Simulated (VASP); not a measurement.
# Ga3Se (Pm-3m) in VASP: single point with PBEsol

Aim: the single point of Ga3Se with PBEsol.

All numbers are computed with VASP 6.6.1; they aren't measurements. Logs are shortened: lines on timing, memory, paths and dates and some standing lists are left out, and cuts for length are marked.

### 1 The cell of the first run

The structure is cubic, space group Pm-3m (No. 221). Conventional cell: a = 4.297 Å, b = 4.297 Å, c = 4.297 Å, α = 90.00°, β = 90.00°, γ = 90.00°. Ga (site symmetry 4/mmm) has 8 Ga at 3.04 Å and 4 Se at 3.04 Å within 4.0 Å. Within 4.0 Å of Ga (site symmetry 4/mmm) lie 8 Ga at 3.04 Å and 4 Se at 3.04 Å. Within 4.0 Å of Se (site symmetry m-3m) lie 12 Ga at 3.04 Å.

### 2 Single point, PBEsol

INCAR

```
SYSTEM = Ga3Se
ALGO = Normal ; EDIFF = 1E-6
ENCUT = 520 ; GGA = PS
ISIF = 2 ; ISMEAR = 0
LASPH = .TRUE. ; LCHARG = .FALSE.
LREAL = .FALSE. ; LWAVE = .FALSE.
NBANDS = 55 ; NELM = 60
PREC = Accurate ; SIGMA = 0.15
```

KPOINTS

```
k-points
0
G
  8 6 6
  0 0 0
```

POSCAR

```
Ga3Se
1.0
   -4.2970217188      0.0000000000      0.0000000000
    0.0000000000      4.2970217188      4.2970217188
    0.0000000000      4.2970217188     -4.2970217188
Ga Se
6 2
Direct
    0.0000000000      0.5000000000      0.0000000000
    0.0000000000      0.0000000000      0.5000000000
    0.5000000000      0.2500000000      0.7500000000
    0.5000000000      0.7500000000      0.2500000000
    0.5000000000      0.2500000000      0.2500000000
    0.5000000000      0.7500000000      0.7500000000
    0.0000000000      0.0000000000      0.0000000000
    0.0000000000      0.5000000000      0.5000000000
```

Potentials or basis: VASP PAW PBE potentials, release 64 (Ga_d, Se).

Started as:

```console
$ cat potpaw_PBE.64/Ga_d/POTCAR potpaw_PBE.64/Se/POTCAR > POTCAR
$ mpirun -np 1 vasp_std > vasp.out
```

OUTCAR:

```text
SYSTEM = Ga3Se
   EDIFF = 1E-6
   ENCUT = 520
   GGA = PS
   ISIF = 2
   ISMEAR = 0
   LASPH = .TRUE.
   LREAL = .FALSE.
   NELM = 60
   PREC = Accurate

 ion  position               nearest neighbor table
   1  0.000  0.500  0.000-
   2  0.000  0.000  0.500-
   3  0.500  0.250  0.750-
   4  0.500  0.750  0.250-
   5  0.500  0.250  0.250-
   6  0.500  0.750  0.750-
   7  0.000  0.000  0.000-
   8  0.000  0.500  0.500-

  LATTYP: Found a simple tetragonal cell.
 ALAT       =     6.0769063925
 C/A-ratio  =     0.7071067812

  Lattice vectors:

 A1 = (   0.0000000000,   4.2970217188,   4.2970217188)
 A2 = (   0.0000000000,   4.2970217188,  -4.2970217188)
 A3 = (  -4.2970217188,   0.0000000000,   0.0000000000)

Analysis of symmetry for initial positions (statically):
=====================================================================
 Subroutine PRICEL returns following result:

  LATTYP: Found a simple cubic cell.
 ALAT       =     4.2970217188

  Lattice vectors:

 A1 = (  -4.2970217188,   0.0000000000,   0.0000000000)
 A2 = (   0.0000000000,   0.0000000000,   4.2970217188)
 A3 = (   0.0000000000,   4.2970217188,   0.0000000000)

   2 primitive cells build up your supercell.

 Routine SETGRP: Setting up the symmetry group for a
 simple tetragonal supercell.

 Subroutine GETGRP returns: Found 16 space group operations
 (whereof 16 operations were pure point group operations)
 out of a pool of 16 trial point group operations.

The static configuration has the point symmetry D_4h.

Analysis of symmetry for dynamics (positions and initial velocities):
=====================================================================
 Subroutine PRICEL returns following result:

  LATTYP: Found a simple cubic cell.
 ALAT       =     4.2970217188

  Lattice vectors:

 A1 = (  -4.2970217188,   0.0000000000,   0.0000000000)
 A2 = (   0.0000000000,   0.0000000000,   4.2970217188)
 A3 = (   0.0000000000,   4.2970217188,   0.0000000000)

   2 primitive cells build up your supercell.

 Routine SETGRP: Setting up the symmetry group for a
 simple tetragonal supercell.

 Subroutine GETGRP returns: Found 16 space group operations
 (whereof 16 operations were pure point group operations)
 out of a pool of 16 trial point group operations.

The dynamic configuration has the point symmetry D_4h.

 Subroutine INISYM returns: Found 16 space group operations
 (whereof 16 operations are pure point group operations),
 and found     2 'primitive' translations

----------------------------------------------------------------------------------------

                                     Primitive cell

  volume of cell :      79.3419

  direct lattice vectors                    reciprocal lattice vectors
    -4.297021719  0.000000000  0.000000000    -0.232719326  0.000000000  0.000000000
     0.000000000  0.000000000  4.297021719     0.000000000  0.000000000  0.232719326
     0.000000000  4.297021719  0.000000000     0.000000000  0.232719326  0.000000000

  length of vectors
     4.297021719  4.297021719  4.297021719     0.232719326  0.232719326  0.232719326

  position of ions in fractional coordinates (direct lattice)
     0.000000000  0.500000000  0.500000000
     0.500000000  0.500000000  0.000000000
     0.500000000  0.000000000  0.500000000
     0.000000000  0.000000000  0.000000000

  ion indices of the primitive-cell ions
   primitive index   ion index
                 1           1
                 2           3
                 3           5
                 4           7

----------------------------------------------------------------------------------------

 KPOINTS: k-points

Automatic generation of k-mesh.
 Grid dimensions read from file:
 generate k-points for:    8    6    6

 Generating k-lattice:

  Cartesian coordinates                     Fractional coordinates (reciprocal lattice)
    -0.029089916  0.000000000  0.000000000     0.125000000  0.000000000  0.000000000
     0.000000000  0.019393277  0.019393277     0.000000000  0.166666667  0.000000000
     0.000000000  0.019393277 -0.019393277     0.000000000  0.000000000  0.166666667

  Length of vectors
     0.029089916  0.027426236  0.027426236

  Shift w.r.t. Gamma in fractional coordinates (k-lattice)
     0.000000000  0.000000000  0.000000000

 Subroutine IBZKPT returns following result:
 ===========================================

 Found     50 irreducible k-points:

 Following reciprocal coordinates:
            Coordinates               Weight
  0.000000  0.000000  0.000000      1.000000
  0.125000  0.000000  0.000000      2.000000
  0.250000  0.000000  0.000000      2.000000
  0.375000  0.000000  0.000000      2.000000
  0.500000  0.000000  0.000000      1.000000
  0.000000  0.166667  0.000000      4.000000
[... 16 lines left out ...]
  0.250000  0.166667  0.166667      8.000000
  0.375000  0.166667  0.166667      8.000000
 [... further k-points ...]
   k-points           NKPTS =     50   k-points in BZ     NKDIM =     50   number of bands    NBANDS=     55
   number of dos      NEDOS =    301   number of ions     NIONS =      8
   total plane-waves  NPLWV =  73728
   dimension x,y,z NGX =    32 NGY =   48 NGZ =   48
   dimension x,y,z NGXF=    64 NGYF=   96 NGZF=   96
   ions per type =               6   2
   NGX,Y,Z   is equivalent  to a cutoff of  12.38, 13.13, 13.13 a.u.
   NGXF,Y,Z  is equivalent  to a cutoff of  24.76, 26.26, 26.26 a.u.
 SYSTEM =  Ga3Se
   PREC   = accura    normal or accurate (medium, high low for compatibility)
   ISTART =      0    job   : 0-new  1-cont  2-samecut
   ICHARG =      2    charge: 1-file 2-atom 10-const
   ISPIN  =      1    spin polarized calculation?
   LNONCOLLINEAR =      F non collinear calculations
   LSORBIT =      F    spin-orbit coupling
   LASPH  =      T    aspherical Exc in radial PAW
   ENCUT  =  520.0 eV  38.22 Ry    6.18 a.u.   7.99 11.30 11.30*2*pi/ulx,y,z
   NELM   =     60;   NELMIN=  2; NELMDL= -5     # of ELM steps
   EDIFF  = 0.1E-05   stopping-criterion for ELM
   LREAL  =      F    real-space projection
   EDIFFG = 0.1E-04   stopping-criterion for IOM
   NSW    =      0    number of steps for IOM
   IBRION =     -1    ionic relax: 0-MD 1-quasi-New 2-CG
   NFREE  =      0    steps in history (QN), initial steepest desc. (CG)
   ISIF   =      2    stress and relaxation
   ISYM   =      2    0-nonsym 1-usesym 2-fastsym
   POTIM  = 0.5000    time-step for ionic-motion
   TEBEG  =    0.0;   TEEND  =   0.0 temperature during run
   PSTRESS=    0.0 pullay stress
   NELECT =      90.0000    total number of electrons
   NUPDOWN=      -1.0000    fix difference up-down
   EMIN   =  10.00;   EMAX   =-10.00  energy-range for DOS
   EFERMI =   0.00;   METHOD = LEGACY
   ISMEAR =     0;   SIGMA  =   0.15  broadening in eV -4-tet -1-fermi 0-gaus
   EFERMI_NEDOS =   21; number of points for ismear=-14 and -15
   IALGO  =     38    algorithm
   IMIX   =      4    mixing-type and parameters
     AMIX     =   0.40;   BMIX     =  1.00
     AMIX_MAG =   1.60;   BMIX_MAG =  1.00
  volume/ion in A,a.u.               =      19.84       133.86
  Fermi-wavevector in a.u.,A,eV,Ry     =   1.355121  2.560808 24.985103  1.836353
  Thomas-Fermi vector in A             =   2.482235
   LORBIT       =      0    0 simple, 1 ext, 2 COOP (PROOUT), +10 PAW based schemes
   GGA     = PS    functional components
   LHFCALC =     F    Hartree Fock is set to
   AEXX    =    0.0000 exact exchange contribution
   IVDW    =     0    specifies the selected vdW correction
   LEPSILON=     F    determine dielectric tensor
   LRPA    =     F    only Hartree local field effects (RPA)
 non-spin polarized calculation
 Gauss-broadening in eV      SIGMA  =   0.15
  energy-cutoff  :      520.00
  volume of cell :      158.68
 maximum number of plane-waves:      4320
 NGX is ok and might be reduce to    32
   NGX = 15   NGY = 23   NGZ = 23

 number of electron      90.0000107 magnetization

 Free energy of the ion-electron system (eV)
  ---------------------------------------------------
  ext. energy  EPLUGINS =         0.00000000
  ---------------------------------------------------
  free energy    TOTEN  =       -28.09655954 eV

  energy without entropy =      -28.06907392  energy(sigma->0) =      -28.08281673

 E-fermi :   5.3808     XC(G=0): -10.8548

 val. band max:        5.3537039275   @ k =   0.2500   0.3333   0.1667
 cond. band min:       5.3910477382   @ k =   0.1250   0.3333   0.1667
 fundamental gap:      0.0373438107
 Fermi energy:         5.3808061150

 k-point     1 :       0.0000    0.0000    0.0000
  band No.  band energies     occupation
      1      -9.7262      2.00000
      2      -9.6627      2.00000
      3      -9.6576      2.00000
      4      -9.6576      2.00000
      5      -9.5995      2.00000
      6      -9.5993      2.00000
[... 47 lines left out ...]
     54       9.9603      0.00000
     55       9.9619      0.00000

 k-point     2 :       0.1250    0.0000    0.0000
  band No.  band energies     occupation
      1      -9.7099      2.00000
      2      -9.6645      2.00000
      3      -9.6603      2.00000
      4      -9.6481      2.00000
      5      -9.6481      2.00000
      6      -9.5976      2.00000
[... 47 lines left out ...]
     54       9.5448      0.00000
     55       9.5448      0.00000

 k-point     3 :       0.2500    0.0000    0.0000
  band No.  band energies     occupation
      1      -9.7370      2.00000
      2      -9.6675      2.00000
      3      -9.6544      2.00000
      4      -9.6210      2.00000
      5      -9.6210      2.00000
      6      -9.5931      2.00000
[... 1152 lines left out ...]
 k-point    23 :       0.2500    0.1667    0.1667
  band No.  band energies     occupation
      1      -9.7125      2.00000
      2      -9.6538      2.00000
      3      -9.6409      2.00000
      4      -9.6132      2.00000
      5      -9.6104      2.00000
      6      -9.5971      2.00000
[... 47 lines left out ...]
     54       9.4692      0.00000
     55      10.3860      0.00000

 k-point    24 :       0.3750    0.1667    0.1667
  band No.  band energies     occupation
      1      -9.7587      2.00000
      2      -9.6331      2.00000
      3      -9.6168      2.00000
      4      -9.5963      2.00000
      5      -9.5799      2.00000
      6      -9.5795      2.00000
[... 47 lines left out ...]
     54       9.4764      0.00000
     55      10.7695      0.00000

 [... further k-points ...]
[... 5 lines left out ...]
  --------------------------------------------------------------------------------------
  -------------------------------------------------------------------------------------
  Total        0.0967653      0.0692926      0.0692926      0.0000000      0.0000000      0.0000000
  in kB        0.9770072      0.6996246      0.6996246      0.0000000      0.0000000      0.0000000
  external PRESSURE =       0.7920855 kB  Pullay stress =       0.0000000 kB

 VOLUME and BASIS-vectors are now :
 -----------------------------------------------------------------------------
  energy-cutoff  :      520.00
  volume of cell :      158.68
      direct lattice vectors                 reciprocal lattice vectors
    -4.297021719  0.000000000  0.000000000    -0.232719326  0.000000000  0.000000000
     0.000000000  4.297021719  4.297021719     0.000000000  0.116359663  0.116359663
     0.000000000  4.297021719 -4.297021719     0.000000000  0.116359663 -0.116359663

 POSITION                                       TOTAL-FORCE (eV/Angst)
 -----------------------------------------------------------------------------------
      0.00000      2.14851      2.14851         0.000000     -0.000000      0.000000
      0.00000      2.14851     -2.14851         0.000000      0.000000      0.000000
     -2.14851      4.29702     -2.14851         0.000000      0.000000      0.000000
     -2.14851      4.29702      2.14851         0.000000     -0.000000     -0.000000
     -2.14851      2.14851      0.00000         0.000000      0.000000      0.000000
     -2.14851      6.44553      0.00000         0.000000     -0.000000     -0.000000
      0.00000      0.00000      0.00000         0.000000     -0.000000      0.000000
      0.00000      4.29702      0.00000         0.000000     -0.000000      0.000000
 -----------------------------------------------------------------------------------
    total drift:                               -0.000000     -0.000000     -0.000000

  FREE ENERGIE OF THE ION-ELECTRON SYSTEM (eV)
  ---------------------------------------------------
  free  energy   TOTEN  =       -28.0965595400 eV

  energy  without entropy=      -28.0690739231  energy(sigma->0) =      -28.08281673
```

Wall time 3.8 min (1 thread of Intel Xeon Platinum 8488C (Sapphire Rapids), shared host); peak memory 0.46 GiB.

Results:

```
Free energy            : -28.0966 eV
Pressure               : 0.1 GPa
Band gap on the k mesh : zero (bands 45 and 46 overlap by 1.39 eV)
```

Caveat: the PAW data sets were made with another functional, which shifts forces and pressure a little.
